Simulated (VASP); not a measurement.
Runs of VASP 6.6.1 on WS2. The cell holds a slab with vacuum, 6 atoms: a = 3.183 Å, b = 3.183 Å, c = 23.669 Å, α = 90.00°, β = 90.00°, γ = 120.00°. 

```csv
k mesh,gap on the mesh (eV),largest force (eV/Å)
6 × 6 × 1,1.46,0.09
5 × 5 × 1,1.66,0.10
3 × 3 × 1,1.51,0.28
4 × 4 × 1,(a),(b)
7 × 7 × 1,(c),0.10
```

Alike in all rows: task single point; level PBEsol; potentials or basis VASP PAW PBE potentials, release 64 (W_sv, S); no spin polarisation; cell as given; cutoff (eV) 520; smearing fermi-dirac 0.1 eV.

Q: Fill in the values left out.

A: (a) 1.87; (b) 0.15; (c) 1.64.

Caveats: some runs use coarse meshes; the PAW data sets were made with another functional, which shifts forces and pressure a little; spin-orbit coupling is left out, which moves the levels of the heavy elements.

A k mesh can miss the band edges, and the runs leave out spin-orbit coupling on W.
